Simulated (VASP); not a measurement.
# Zn (Im-3m) in VASP: notebook

Runs on Zn. Level: PBE. Tasks: single point, relaxation of cell and atoms.

Program: VASP 6.6.1. These are calculated values, not measurements. Logs are shortened: lines on timing, memory, paths and dates and some standing lists are left out, and cuts for length are marked.

## (1) The cell of the first run

Symmetry: Im-3m, No. 229, cubic system. Conventional cell: a = 3.138 Å, b = 3.138 Å, c = 3.138 Å, α = 90.00°, β = 90.00°, γ = 90.00°. Within 3.6 Å of Zn (site symmetry m-3m) lie 14 Zn at 2.72 to 3.14 Å.

## (2) Single point, PBE

File INCAR:

```
SYSTEM = Zn
PREC = Accurate ; ENCUT = 500
EDIFF = 1E-6 ; ISMEAR = 0
SIGMA = 0.1 ; LREAL = .False.
LASPH = .True. ; NELM = 120
ALGO = Normal ; ISIF = 2
LWAVE = .False. ; LCHARG = .False.
GGA = PE ; NBANDS = 12
GGA_COMPAT = .False.
```

File KPOINTS:

```
Automatic mesh
0
Gamma
  16 16 16
  0 0 0
```

File POSCAR:

```
Zn
1.0
   -1.5690370000      1.5690370000      1.5690370000
    1.5690370000     -1.5690370000      1.5690370000
    1.5690370000      1.5690370000     -1.5690370000
Zn
1
Direct
    0.0000000000      0.0000000000      0.0000000000
```

Potentials or basis: VASP PAW PBE potentials, release 64 (Zn).

Command:

```
$ cat potpaw_PBE.64/Zn/POTCAR > POTCAR
$ mpirun -np 1 vasp_std > vasp.out
```

OUTCAR:

```text
SYSTEM = Zn
   PREC = Accurate
   ENCUT = 500
   EDIFF = 1E-6
   ISMEAR = 0
   LREAL = .False.
   LASPH = .True.
   NELM = 120
   ISIF = 2
   GGA = PE

 ion  position               nearest neighbor table
   1  0.000  0.000  0.000-

  LATTYP: Found a body centered cubic cell.
 ALAT       =     3.1380740000

  Lattice vectors:

 A1 = (  -1.5690370000,   1.5690370000,   1.5690370000)
 A2 = (   1.5690370000,  -1.5690370000,   1.5690370000)
 A3 = (   1.5690370000,   1.5690370000,  -1.5690370000)

Analysis of symmetry for initial positions (statically):
=====================================================================
 Subroutine PRICEL returns:
 Original cell was already a primitive cell.

 Routine SETGRP: Setting up the symmetry group for a
 body centered cubic supercell.

 Subroutine GETGRP returns: Found 48 space group operations
 (whereof 48 operations were pure point group operations)
 out of a pool of 48 trial point group operations.

The static configuration has the point symmetry O_h .

Analysis of symmetry for dynamics (positions and initial velocities):
=====================================================================
 Subroutine PRICEL returns:
 Original cell was already a primitive cell.

 Routine SETGRP: Setting up the symmetry group for a
 body centered cubic supercell.

 Subroutine GETGRP returns: Found 48 space group operations
 (whereof 48 operations were pure point group operations)
 out of a pool of 48 trial point group operations.

The dynamic configuration has the point symmetry O_h .

 Subroutine INISYM returns: Found 48 space group operations
 (whereof 48 operations are pure point group operations),
 and found     1 'primitive' translations

----------------------------------------------------------------------------------------

                                     Primitive cell

  volume of cell :      15.4511

  direct lattice vectors                    reciprocal lattice vectors
    -1.569037000  1.569037000  1.569037000     0.000000000  0.318666800  0.318666800
     1.569037000 -1.569037000  1.569037000     0.318666800  0.000000000  0.318666800
     1.569037000  1.569037000 -1.569037000     0.318666800  0.318666800  0.000000000

  length of vectors
     2.717651803  2.717651803  2.717651803     0.450662911  0.450662911  0.450662911

  position of ions in fractional coordinates (direct lattice)
     0.000000000  0.000000000  0.000000000

  ion indices of the primitive-cell ions
   primitive index   ion index
                 1           1

----------------------------------------------------------------------------------------

 KPOINTS: Automatic mesh

Automatic generation of k-mesh.
 Grid dimensions read from file:
 generate k-points for:   16   16   16

 Generating k-lattice:

  Cartesian coordinates                     Fractional coordinates (reciprocal lattice)
     0.000000000  0.019916675  0.019916675     0.062500000  0.000000000  0.000000000
     0.019916675  0.000000000  0.019916675     0.000000000  0.062500000  0.000000000
     0.019916675  0.019916675  0.000000000     0.000000000  0.000000000  0.062500000

  Length of vectors
     0.028166432  0.028166432  0.028166432

  Shift w.r.t. Gamma in fractional coordinates (k-lattice)
     0.000000000  0.000000000  0.000000000

 Subroutine IBZKPT returns following result:
 ===========================================

 Found    145 irreducible k-points:

 Following reciprocal coordinates:
            Coordinates               Weight
  0.000000  0.000000  0.000000      1.000000
  0.062500  0.000000  0.000000     12.000000
  0.125000  0.000000  0.000000     12.000000
  0.187500  0.000000  0.000000     12.000000
  0.250000  0.000000  0.000000     12.000000
  0.312500  0.000000  0.000000     12.000000
[... 16 lines left out ...]
  0.187500  0.187500  0.000000     24.000000
  0.250000  0.187500 -0.000000     48.000000
 [... further k-points ...]
   k-points           NKPTS =    145   k-points in BZ     NKDIM =    145   number of bands    NBANDS=     12
   number of dos      NEDOS =    301   number of ions     NIONS =      1
   total plane-waves  NPLWV =   8000
   dimension x,y,z NGX =    20 NGY =   20 NGZ =   20
   dimension x,y,z NGXF=    40 NGYF=   40 NGZF=   40
   ions per type =               1
   NGX,Y,Z   is equivalent  to a cutoff of  12.23, 12.23, 12.23 a.u.
   NGXF,Y,Z  is equivalent  to a cutoff of  24.47, 24.47, 24.47 a.u.
 SYSTEM =  Zn
   PREC   = accura    normal or accurate (medium, high low for compatibility)
   ISTART =      0    job   : 0-new  1-cont  2-samecut
   ICHARG =      2    charge: 1-file 2-atom 10-const
   ISPIN  =      1    spin polarized calculation?
   LNONCOLLINEAR =      F non collinear calculations
   LSORBIT =      F    spin-orbit coupling
   LASPH  =      T    aspherical Exc in radial PAW
   ENCUT  =  500.0 eV  36.75 Ry    6.06 a.u.   4.95  4.95  4.95*2*pi/ulx,y,z
   NELM   =    120;   NELMIN=  2; NELMDL= -5     # of ELM steps
   EDIFF  = 0.1E-05   stopping-criterion for ELM
   LREAL  =      F    real-space projection
[... 7 lines left out ...]
   TEBEG  =    0.0;   TEEND  =   0.0 temperature during run
   PSTRESS=    0.0 pullay stress
   NELECT =      12.0000    total number of electrons
   NUPDOWN=      -1.0000    fix difference up-down
   EMIN   =  10.00;   EMAX   =-10.00  energy-range for DOS
   EFERMI =   0.00;   METHOD = LEGACY
   ISMEAR =     0;   SIGMA  =   0.10  broadening in eV -4-tet -1-fermi 0-gaus
   EFERMI_NEDOS =   21; number of points for ismear=-14 and -15
   IALGO  =     38    algorithm
   IMIX   =      4    mixing-type and parameters
     AMIX     =   0.40;   BMIX     =  1.00
     AMIX_MAG =   1.60;   BMIX_MAG =  1.00
  volume/ion in A,a.u.               =      15.45       104.27
  Fermi-wavevector in a.u.,A,eV,Ry     =   1.504811  2.843681 30.809811  2.264457
  Thomas-Fermi vector in A             =   2.615742
   LORBIT       =      0    0 simple, 1 ext, 2 COOP (PROOUT), +10 PAW based schemes
   GGA     = PE    functional components
   LHFCALC =     F    Hartree Fock is set to
   AEXX    =    0.0000 exact exchange contribution
   IVDW    =     0    specifies the selected vdW correction
   LEPSILON=     F    determine dielectric tensor
   LRPA    =     F    only Hartree local field effects (RPA)
 non-spin polarized calculation
 Gauss-broadening in eV      SIGMA  =   0.10
  energy-cutoff  :      500.00
  volume of cell :       15.45
 maximum number of plane-waves:       403
   NGX =  9   NGY =  9   NGZ =  9

 number of electron      12.0000023 magnetization

 Free energy of the ion-electron system (eV)
  ---------------------------------------------------
  ext. energy  EPLUGINS =         0.00000000
  ---------------------------------------------------
  free energy    TOTEN  =        -1.02738953 eV

  energy without entropy =       -1.02605352  energy(sigma->0) =       -1.02672152

 E-fermi :   3.1395     XC(G=0): -11.4824

 val. band max:        3.1114982215   @ k =   0.3750   0.2500   0.0000
 cond. band min:       3.2091674787   @ k =  -0.3750  -0.3750   0.0625
 fundamental gap:      0.0976692572
 Fermi energy:         3.1394644387

 k-point     1 :       0.0000    0.0000    0.0000
  band No.  band energies     occupation
      1      -7.2477      2.00000
      2      -4.6627      2.00000
      3      -4.6627      2.00000
      4      -4.6627      2.00000
      5      -4.1662      2.00000
      6      -4.1662      2.00000
      7      22.0513      0.00000
      8      22.0513      0.00000
      9      22.0513      0.00000
     10      23.8010      0.00000
     11      23.8010      0.00000
     12      23.8010      0.00000

 k-point     2 :       0.0625    0.0000    0.0000
  band No.  band energies     occupation
      1      -7.1244      2.00000
      2      -4.6742      2.00000
      3      -4.6599      2.00000
      4      -4.6338      2.00000
      5      -4.1771      2.00000
      6      -4.1655      2.00000
      7      20.3110      0.00000
      8      21.1420      0.00000
      9      21.5080      0.00000
     10      22.7270      0.00000
     11      22.8759      0.00000
     12      23.5435      0.00000

 k-point     3 :       0.1250    0.0000    0.0000
  band No.  band energies     occupation
      1      -6.7618      2.00000
      2      -4.7069      2.00000
      3      -4.6494      2.00000
      4      -4.5507      2.00000
      5      -4.2031      2.00000
      6      -4.1633      2.00000
      7      17.1924      0.00000
      8      19.6155      0.00000
      9      20.2606      0.00000
     10      21.6685      0.00000
     11      21.9678      0.00000
     12      23.7654      0.00000
[... 286 lines left out ...]
 k-point    23 :       0.1875    0.1875    0.0000
  band No.  band energies     occupation
      1      -5.0860      2.00000
      2      -4.7680      2.00000
      3      -4.6077      2.00000
      4      -4.2632      2.00000
      5      -4.1221      2.00000
      6      -3.1342      2.00000
      7      10.2547      0.00000
      8      10.6755      0.00000
      9      15.8407      0.00000
     10      22.0153      0.00000
     11      22.7306      0.00000
     12      26.9126      0.00000

 k-point    24 :       0.2500    0.1875   -0.0000
  band No.  band energies     occupation
      1      -5.0483      2.00000
      2      -4.8154      2.00000
      3      -4.4648      2.00000
      4      -4.2436      2.00000
      5      -4.0933      2.00000
      6      -2.0110      2.00000
      7       7.8117      0.00000
      8       9.7316      0.00000
      9      15.1422      0.00000
     10      21.7578      0.00000
     11      23.5402      0.00000
     12      27.2132      0.00000

 [... further k-points ...]
[... 5 lines left out ...]
  --------------------------------------------------------------------------------------
  -------------------------------------------------------------------------------------
  Total        0.0261457      0.0261457      0.0261457      0.0000000      0.0000000     -0.0000000
  in kB        2.7111346      2.7111346      2.7111346      0.0000000      0.0000000     -0.0000000
  external PRESSURE =       2.7111346 kB  Pullay stress =       0.0000000 kB

 VOLUME and BASIS-vectors are now :
 -----------------------------------------------------------------------------
  energy-cutoff  :      500.00
  volume of cell :       15.45
      direct lattice vectors                 reciprocal lattice vectors
    -1.569037000  1.569037000  1.569037000     0.000000000  0.318666800  0.318666800
     1.569037000 -1.569037000  1.569037000     0.318666800  0.000000000  0.318666800
     1.569037000  1.569037000 -1.569037000     0.318666800  0.318666800  0.000000000

 POSITION                                       TOTAL-FORCE (eV/Angst)
 -----------------------------------------------------------------------------------
      0.00000      0.00000      0.00000         0.000000     -0.000000     -0.000000
 -----------------------------------------------------------------------------------
    total drift:                                0.000000     -0.000000      0.000000

  FREE ENERGIE OF THE ION-ELECTRON SYSTEM (eV)
  ---------------------------------------------------
  free  energy   TOTEN  =        -1.0273895254 eV

  energy  without entropy=       -1.0260535240  energy(sigma->0) =       -1.02672152
```

Run time: 6.8 s. Hardware: 1 thread of Intel Xeon 6975P-C (Granite Rapids), shared host; peak memory 0.13 GiB.

Results:

- Free energy: -1.0274 eV
- Pressure: 0.3 GPa
- Band gap on the k mesh: zero (band 6 reaches 7.27 eV, above the bottom of band 7 at 2.09 eV)

## (3) Relaxation of cell and atoms, PBE

File INCAR:

```
  PREC = Accurate
  ENCUT = 500
  EDIFF = 1E-7
  ISMEAR = 0
  SIGMA = 0.1
  LREAL = F
  LASPH = T
  NELM = 120
  ALGO = Normal
  ISIF = 3
  LWAVE = F
  LCHARG = F
  GGA = PE
  IBRION = 2
  NSW = 90
  EDIFFG = -0.02
  GGA_COMPAT = F
  NELMIN = 4
```

File KPOINTS:

```
regular mesh
0
Gamma
  16 16 16
```

POSCAR is that of step 2.

Potentials or basis: VASP PAW PBE potentials, release 64 (Zn).

Command:

```
$ cat potpaw_PBE.64/Zn/POTCAR > POTCAR
$ mpirun -np 1 vasp_std > vasp.out
```

It took 6.3 s on 1 thread of Intel Xeon 6975P-C (Granite Rapids), shared host; peak memory 0.13 GiB.

Results (log left out):

- Free energy: -1.0274 eV
- Pressure after relaxing: 0.2 GPa
- Band gap on the k mesh: zero (band 6 reaches 7.27 eV, above the bottom of band 7 at 2.09 eV)

Final structure:
```cif
data_structure
_symmetry_space_group_name_H-M 'P 1'
_symmetry_Int_Tables_number 1
_cell_length_a 2.7177
_cell_length_b 2.7177
_cell_length_c 2.7177
_cell_angle_alpha 109.471
_cell_angle_beta 109.471
_cell_angle_gamma 109.471
_cell_volume 15.45
loop_
_atom_site_label
_atom_site_type_symbol
_atom_site_fract_x
_atom_site_fract_y
_atom_site_fract_z
_atom_site_occupancy
Zn1 Zn 0.00000 0.00000 0.00000 1
```

Levels at points of the mesh, in eV from the Fermi level:
| k point | band 4 | band 5 | band 6 | band 7 | band 8 | band 9 |
| --- | --- | --- | --- | --- | --- | --- |
| (0.00, 0.00, 0.00) | -7.80 | -7.31 | -7.31 | 18.91 | 18.91 | 18.91 |
| (0.50, 0.00, 0.00) | -7.27 | -6.97 | -2.69 | -1.05 | 11.22 | 12.61 |
| (0.50, 0.50, 0.50) | -7.05 | -7.05 | 4.13 | 4.13 | 4.13 | 7.39 |

Caveat: the relaxation stopped at its first step, so nothing moved.
